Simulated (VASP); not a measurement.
# CuO in VASP: a series of runs, part 2 of 2

VASP 6.6.1.

## (4) Single point, PBE

This run uses another cell than the first one, of 9.86 Å³/atom, 1.051 times its volume.

INCAR

```
ALGO = Normal
EDIFF = 1E-6
ENCUT = 520
GGA = PE
ISIF = 2
ISMEAR = -1
LASPH = True
LCHARG = True
LELF = True
LREAL = False
LVHAR = True
LWAVE = False
NBANDS = 25
NELM = 60
PREC = Accurate
SIGMA = 0.05
```

KPOINTS

```
k-points
0
Gamma
  9 9 5
```

POSCAR

```
CuO
1.0
    0.0000000000     -2.1165600000     -2.2012224000
   -2.1165600000      0.0000000000     -2.2012224000
    2.1165600000      2.1165600000     -4.4024448000
Cu O
2 2
Direct
    0.5000524649      0.5000882814      0.4996909988
    0.0000524649      1.0000882814      0.9996909988
    0.7499475351      0.7499117186      0.7503090012
    0.2499475351      0.2499117186      0.2503090012
```

Potentials or basis: VASP PAW PBE potentials, release 64 (Cu, O).

Started as:

```bash
cat potpaw_PBE.64/Cu/POTCAR potpaw_PBE.64/O/POTCAR > POTCAR
mpirun -np 1 vasp_std > vasp.out
```

OUTCAR:

```text
EDIFF = 1E-6
   ENCUT = 520
   GGA = PE
   ISIF = 2
   ISMEAR = -1
   LASPH = True
   LREAL = False
   NELM = 60
   PREC = Accurate

 ion  position               nearest neighbor table
   1  0.500  0.500  0.500-   4 2.11   4 2.12   3 2.12   3 2.12   4 2.20   3 2.20
   2  0.000  0.000  1.000-   3 2.11   3 2.12   4 2.12   4 2.12   3 2.20   4 2.20
   3  0.750  0.750  0.750-   2 2.11   2 2.12   1 2.12   1 2.12   2 2.20   1 2.20
   4  0.250  0.250  0.250-   1 2.11   1 2.12   2 2.12   2 2.12   1 2.20   2 2.20

  LATTYP: Found a base centered monoclinic cell.
 ALAT       =     5.3236428021
 B/A-ratio  =     0.5622593342
 C/A-ratio  =     1.0000000000
 COS(beta)  =    -0.3677288821

  Lattice vectors:

 A1 = (   0.0000000000,   2.1165600000,   2.2012224000)
 A2 = (   2.1165600000,   0.0000000000,   2.2012224000)
 A3 = (   2.1165600000,   2.1165600000,  -4.4024448000)

Analysis of symmetry for initial positions (statically):
=====================================================================
 Subroutine PRICEL returns following result:

  LATTYP: Found a body centered tetragonal cell.
 ALAT       =     2.9932678576
 C/A-ratio  =     1.4707821049

  Lattice vectors:

 A1 = (  -2.1165600000,   0.0000000000,  -2.2012224000)
 A2 = (   2.1165600000,   0.0000000000,  -2.2012224000)
 A3 = (   0.0000000000,  -2.1165600000,   2.2012224000)

   2 primitive cells build up your supercell.

 Routine SETGRP: Setting up the symmetry group for a
 base centered monoclinic supercell.

 Subroutine GETGRP returns: Found  1 space group operations
 (whereof  1 operations were pure point group operations)
 out of a pool of  4 trial point group operations.

The static configuration has the point symmetry C_1 .

Analysis of symmetry for dynamics (positions and initial velocities):
=====================================================================
[... 131 lines left out ...]
   PSTRESS=    0.0 pullay stress
   NELECT =      34.0000    total number of electrons
   NUPDOWN=      -1.0000    fix difference up-down
   EMIN   =  10.00;   EMAX   =-10.00  energy-range for DOS
   EFERMI =   0.00;   METHOD = LEGACY
   ISMEAR =    -1;   SIGMA  =   0.05  broadening in eV -4-tet -1-fermi 0-gaus
   EFERMI_NEDOS =   21; number of points for ismear=-14 and -15
   IALGO  =     38    algorithm
   IMIX   =      4    mixing-type and parameters
     AMIX     =   0.40;   BMIX     =  1.00
     AMIX_MAG =   1.60;   BMIX_MAG =  1.00
  volume/ion in A,a.u.               =       9.86        66.55
  Fermi-wavevector in a.u.,A,eV,Ry     =   1.558019  2.944229 33.027102  2.427423
  Thomas-Fermi vector in A             =   2.661585
   LORBIT       =      0    0 simple, 1 ext, 2 COOP (PROOUT), +10 PAW based schemes
   GGA     = PE    functional components
   LHFCALC =     F    Hartree Fock is set to
   AEXX    =    0.0000 exact exchange contribution
   IVDW    =     0    specifies the selected vdW correction
   LEPSILON=     F    determine dielectric tensor
   LRPA    =     F    only Hartree local field effects (RPA)
 non-spin polarized calculation
  energy-cutoff  :      520.00
  volume of cell :       39.44
 maximum number of plane-waves:      1078
   NGX = 11   NGY = 11   NGZ = 19

 number of electron      34.0000011 magnetization

 Free energy of the ion-electron system (eV)
  ---------------------------------------------------
  ext. energy  EPLUGINS =         0.00000000
  ---------------------------------------------------
  free energy    TOTEN  =       -19.07019499 eV

  energy without entropy =      -19.04808641  energy(sigma->0) =      -19.05914070

 E-fermi :   5.6940     XC(G=0): -12.1944

 val. band max:        5.6896058469   @ k =   0.3333   0.1111  -0.0000
 cond. band min:       5.6997750752   @ k =  -0.0000  -0.0000   0.4000
 fundamental gap:      0.0101692283
 Fermi energy:         5.6940416240

 k-point     1 :       0.0000    0.0000    0.0000
  band No.  band energies     occupation
      1     -13.5411      2.00000
      2     -12.3596      2.00000
      3      -1.4526      2.00000
      4       0.9363      2.00000
      5       1.0550      2.00000
      6       3.2360      2.00000
[... 661 lines left out ...]
     24      20.6767      0.00000
     25      21.4083      0.00000

 [... further k-points ...]
[... 5 lines left out ...]
  --------------------------------------------------------------------------------------
  -------------------------------------------------------------------------------------
  Total       -1.1097582     -1.1097810     -1.2317833     -0.0089522      0.0172978      0.0173270
  in kB      -45.0768833    -45.0778070    -50.0333757     -0.3636250      0.7026125      0.7038007
  external PRESSURE =     -46.7293554 kB  Pullay stress =       0.0000000 kB

 VOLUME and BASIS-vectors are now :
 -----------------------------------------------------------------------------
  energy-cutoff  :      520.00
  volume of cell :       39.44
      direct lattice vectors                 reciprocal lattice vectors
     0.000000000 -2.116560000 -2.201222400     0.118116189 -0.354348566 -0.113573258
    -2.116560000  0.000000000 -2.201222400    -0.354348566  0.118116189 -0.113573258
     2.116560000  2.116560000 -4.402444800     0.118116189  0.118116189 -0.113573258

 POSITION                                       TOTAL-FORCE (eV/Angst)
 -----------------------------------------------------------------------------------
     -0.00084     -0.00077     -4.40139         0.009332      0.008478     -0.007342
      2.11572      2.11579     -4.40139         0.009332      0.008478     -0.007342
      0.00084      0.00077     -6.60472        -0.009332     -0.008478      0.007342
      0.00084      0.00077     -2.20227        -0.009332     -0.008478      0.007342
 -----------------------------------------------------------------------------------
    total drift:                                0.000206      0.000226     -0.000171

  FREE ENERGIE OF THE ION-ELECTRON SYSTEM (eV)
  ---------------------------------------------------
  free  energy   TOTEN  =       -19.0701949922 eV

  energy  without entropy=      -19.0480864121  energy(sigma->0) =      -19.05914070
```

OSZICAR:

```text
N       E                     dE             d eps       ncg     rms          rms(c)
DAV:   1     0.285332771631E+03    0.28533E+03   -0.16586E+04 11102   0.218E+03
DAV:   2     0.938424211352E+01   -0.27595E+03   -0.25582E+03 10390   0.396E+02
DAV:   3    -0.234787874906E+02   -0.32863E+02   -0.30859E+02 12394   0.149E+02
DAV:   4    -0.245749075115E+02   -0.10961E+01   -0.10875E+01 12557   0.295E+01
DAV:   5    -0.245921813242E+02   -0.17274E-01   -0.17266E-01 12827   0.326E+00    0.156E+01
DAV:   6    -0.220671946397E+02    0.25250E+01   -0.32812E+01 13968   0.130E+02    0.129E+01
DAV:   7    -0.190285235257E+02    0.30387E+01   -0.84190E+00 12337   0.104E+02    0.235E+00
DAV:   8    -0.191134373006E+02   -0.84914E-01   -0.13474E+00 11804   0.826E+00    0.151E+00
DAV:   9    -0.190811996225E+02    0.32238E-01   -0.63876E-02 16959   0.843E+00    0.819E-01
DAV:  10    -0.190702412075E+02    0.10958E-01   -0.22104E-02 16088   0.438E+00    0.295E-01
DAV:  11    -0.190701512257E+02    0.89982E-04   -0.77716E-03 13162   0.745E-01    0.538E-02
DAV:  12    -0.190701559988E+02   -0.47731E-05   -0.23042E-04 15036   0.163E-01    0.352E-02
DAV:  13    -0.190701949274E+02   -0.38929E-04   -0.36082E-05 13279   0.880E-02    0.506E-03
DAV:  14    -0.190701949922E+02   -0.64848E-07   -0.45770E-06 13252   0.190E-02
   1 F= -.19070195E+02 E0= -.19059141E+02  d E =-.221086E-01
```

It took 2.9 min on 1 thread of Intel Xeon Platinum 8259CL at 2.50GHz (Skylake/Cascade Lake), shared host; peak memory 0.28 GiB.

What came out:

```yaml
Free_energy: -19.0702 eV
Pressure: -4.7 GPa
Largest_force: 0.015 eV/Å
Band_gap_on_the_k_mesh: zero (band 17 reaches 6.26 eV, above the bottom of band 18 at 5.35 eV)
```

Forces in eV/Å, atoms in the order of the input:
```
Cu   0.009  0.008 -0.007
Cu   0.009  0.008 -0.007
O   -0.009 -0.008  0.007
O   -0.009 -0.008  0.007
```

Caveat: semilocal functionals often make such compounds metallic where correlation or magnetic order opens a gap, which also shifts bond lengths. With open d or f shells a metallic result of PBE can be an artefact of self-interaction; +U or a hybrid may open a gap.

## (5) Single point, LDA

This run uses another cell than the first one, of 8.76 Å³/atom, 0.933 times its volume.

INCAR

```
SYSTEM = CuO
PREC = Accurate
ENCUT = 520
EDIFF = 1E-6
ISMEAR = -1
SIGMA = 0.05
LREAL = .False.
LASPH = .True.
NELM = 80
ALGO = Normal
ISIF = 2
LWAVE = .False.
LCHARG = .True.
GGA = CA
LELF = .True.
LVHAR = .True.
NBANDS = 25
```

KPOINTS

```
Automatic mesh
0
Gamma
  8 8 5
  0 0 0
```

POSCAR

```
CuO
1.0
    0.0007373995     -2.0641895380     -2.0632949901
   -2.0642306835      0.0006956477     -2.0632532383
    2.0533741878      2.0532077868     -4.1163456285
Cu O
2 2
Direct
    0.5000045964      0.4999965676      0.4999956064
    0.0000045964      0.9999965676      0.9999956064
    0.7499954036      0.7500034324      0.7500043936
    0.2499954036      0.2500034324      0.2500043936
```

Potentials or basis: VASP PAW LDA potentials, release 64 (Cu, O).

Started as:

```bash
cat potpaw_LDA.64/Cu/POTCAR potpaw_LDA.64/O/POTCAR > POTCAR
mpirun -np 1 vasp_std > vasp.out
```

Run time: 56 s. Hardware: 1 thread of Intel Xeon 6975P-C (Granite Rapids), shared host; peak memory 0.23 GiB.

It converged, with:

```yaml
Free_energy: -22.8316 eV
Pressure: 0.7 GPa
Band_gap_on_the_k_mesh: zero (band 17 reaches 7.89 eV, above the bottom of band 18 at 6.55 eV)
```

Levels at points of the mesh, in eV from the Fermi level:
```tsv
k point	band 15	band 16	band 17	band 18	band 19	band 20
(0.00, 0.00, 0.00)	-2.08	-1.57	0.78	0.78	1.81	5.69
(0.50, 0.00, 0.00)	-0.66	-0.66	-0.57	-0.57	7.52	7.52
(0.00, 0.50, 0.00)	-0.66	-0.66	-0.57	-0.57	7.52	7.52
(0.50, 0.50, 0.00)	-1.60	-1.59	0.77	0.77	5.73	5.83
```

Caveat: semilocal functionals often make such compounds metallic where correlation or magnetic order opens a gap, which also shifts bond lengths. With open d or f shells a metallic result of LDA can be an artefact of self-interaction; +U or a hybrid may open a gap.

## (6) Single point, PBEsol

This run uses another cell than the first one, of 9.09 Å³/atom, 0.968 times its volume.

INCAR

```
SYSTEM = CuO
ALGO = Normal
EDIFF = 1E-7
ENCUT = 520
GGA = PS
ISIF = 2
ISMEAR = -1
LASPH = .True.
LCHARG = .False.
LREAL = .False.
LWAVE = .False.
NBANDS = 25
NELM = 80
PREC = Accurate
SIGMA = 0.05
```

KPOINTS

```
k-points
0
Gamma
  8 8 5
  0 0 0
```

POSCAR

```
CuO
1.0
    0.0008457795     -2.0901398902     -2.0883192989
   -2.0901090239      0.0008468668     -2.0883203861
    2.0788030696      2.0788371977     -4.1661816846
Cu O
2 2
Direct
    0.4999990936      0.5000002424      0.5000010371
   -0.0000009064      1.0000002424      1.0000010371
    0.7500009064      0.7499997576      0.7499989629
    0.2500009064      0.2499997576      0.2499989629
```

Potentials or basis: VASP PAW PBE potentials, release 64 (Cu, O).

Started as:

```bash
cat potpaw_PBE.64/Cu/POTCAR potpaw_PBE.64/O/POTCAR > POTCAR
mpirun -np 1 vasp_std > vasp.out
```

Wall time 35 s (1 thread of Intel Xeon 6975P-C (Granite Rapids), shared host); peak memory 0.21 GiB.

The run converged. Its results:

```
Free energy            : -20.9559 eV
Pressure               : 0.5 GPa
Band gap on the k mesh : zero (band 17 reaches 7.44 eV, above the bottom of band 18 at 6.18 eV)
```

Levels at points of the mesh, in eV from the Fermi level:
| k point | band 13 | band 14 | band 15 | band 16 | band 17 | band 18 | band 19 | band 20 | band 21 | band 22 |
| --- | --- | --- | --- | --- | --- | --- | --- | --- | --- | --- |
| (0.00, 0.00, 0.00) | -2.40 | -1.97 | -1.97 | -1.50 | 0.74 | 0.74 | 1.51 | 5.57 | 9.93 | 13.72 |
| (0.50, 0.00, 0.00) | -1.63 | -1.63 | -0.65 | -0.65 | -0.53 | -0.53 | 7.32 | 7.32 | 9.66 | 9.66 |
| (0.50, 0.50, 0.00) | -1.76 | -1.76 | -1.56 | -1.51 | 0.74 | 0.74 | 5.60 | 5.70 | 9.88 | 10.72 |

Caveat: the PAW data sets were made with another functional, which shifts forces and pressure a little; semilocal functionals often make such compounds metallic where correlation or magnetic order opens a gap, which also shifts bond lengths. With open d or f shells a metallic result of PBEsol can be an artefact of self-interaction; +U or a hybrid may open a gap.

## (7) Single point, PBE

This run uses another cell than the first one, of 9.55 Å³/atom, 1.017 times its volume.

INCAR

```
ALGO     = Normal         # electronic algorithm
EDIFF    = 1E-6           # SCF threshold, eV
ENCUT    = 520            # plane-wave cutoff, eV
GGA      = PE             # functional
ISIF     = 2              # what is computed and relaxed
ISMEAR   = -1             # smearing method
LASPH    = True           # aspherical terms in the spheres
LCHARG   = False          # write CHGCAR
LREAL    = False          # projectors in reciprocal space
LWAVE    = False          # write WAVECAR
NBANDS   = 25             # bands
NELM     = 60             # most SCF steps
PREC     = Accurate       # precision mode
SIGMA    = 0.05           # smearing width, eV
```

KPOINTS

```
k-points
0
Gamma
  8 8 5
```

POSCAR

```
CuO
1.0
    0.0008489039     -2.1256679539     -2.1219106199
   -2.1242316436      0.0008520734     -2.1219137894
    2.1140462421      2.1154920609     -4.2344942506
Cu O
2 2
Direct
    0.4999984302      0.4999977875      0.5000018501
   -0.0000015698      0.9999977875      1.0000018501
    0.7500015698      0.7500022125      0.7499981499
    0.2500015698      0.2500022125      0.2499981499
```

Started as:

```bash
cat potpaw_PBE.64/Cu/POTCAR potpaw_PBE.64/O/POTCAR > POTCAR
mpirun -np 1 vasp_std > vasp.out
```

Run time: 79 s. Hardware: 1 thread of Intel Xeon 6975P-C (Granite Rapids), shared host; peak memory 0.25 GiB.

It converged, with:

```
Free energy            : -19.0855 eV
Pressure               : 0.4 GPa
Band gap on the k mesh : zero (band 17 reaches 6.84 eV, above the bottom of band 18 at 5.67 eV)
```

Levels at points of the mesh, in eV from the Fermi level:
```tsv
k point	band 14	band 15	band 16	band 17	band 18	band 19	band 20	band 21
(0.00, 0.00, 0.00)	-1.87	-1.87	-1.43	0.69	0.69	1.37	5.67	9.56
(0.50, 0.00, 0.00)	-1.55	-0.63	-0.63	-0.48	-0.48	7.15	7.15	9.53
(0.00, 0.50, 0.00)	-1.55	-0.63	-0.63	-0.48	-0.48	7.15	7.15	9.53
(0.50, 0.50, 0.00)	-1.68	-1.51	-1.44	0.69	0.69	5.58	5.70	9.52
```

Caveat: semilocal functionals often make such compounds metallic where correlation or magnetic order opens a gap, which also shifts bond lengths.

## (8) The runs side by side

```csv
level,potentials or basis,cell,k mesh,gap on the mesh (eV),pressure (GPa),largest force (eV/Å)
PBE,"VASP PAW PBE potentials, release 64 (Cu, O)","a = 2.978, b = 2.978, c = 5.150 Å, angles 73.7, 73.7, 60.3°, 4 atoms",9 × 9 × 5,none,3.6,-
PBE,"VASP PAW PBE potentials, release 64 (Cu, O)","a = 3.008, b = 3.008, c = 5.219 Å, angles 72.7, 72.7, 59.7°, 4 atoms",9 × 9 × 5,none,-0.1,0.02
PBE,"VASP PAW PBE potentials, release 64 (Cu, O)","a = 3.054, b = 3.054, c = 5.324 Å, angles 71.3, 71.3, 58.7°, 4 atoms",9 × 9 × 5,none,-4.7,0.01
LDA,"VASP PAW LDA potentials, release 64 (Cu, O)","a = 2.919, b = 2.919, c = 5.037 Å, angles 73.2, 73.2, 60.0°, 4 atoms",8 × 8 × 5,none,0.7,-
PBEsol,"VASP PAW PBE potentials, release 64 (Cu, O)","a = 2.955, b = 2.955, c = 5.099 Å, angles 73.2, 73.2, 60.1°, 4 atoms",8 × 8 × 5,none,0.5,-
PBE,"VASP PAW PBE potentials, release 64 (Cu, O)","a = 3.003, b = 3.002, c = 5.184 Å, angles 73.2, 73.2, 60.1°, 4 atoms",8 × 8 × 5,none,0.4,-
```

Alike in all rows: task single point; no spin polarisation; cutoff (eV) 520; smearing fermi-dirac 0.05 eV.

Caveats: semilocal functionals often make such compounds metallic where correlation or magnetic order opens a gap, which also shifts bond lengths; the PAW data sets were made with another functional, which shifts forces and pressure a little (some runs).

Total energies depend on the potentials used, so only differences within one code and one set of settings carry meaning.
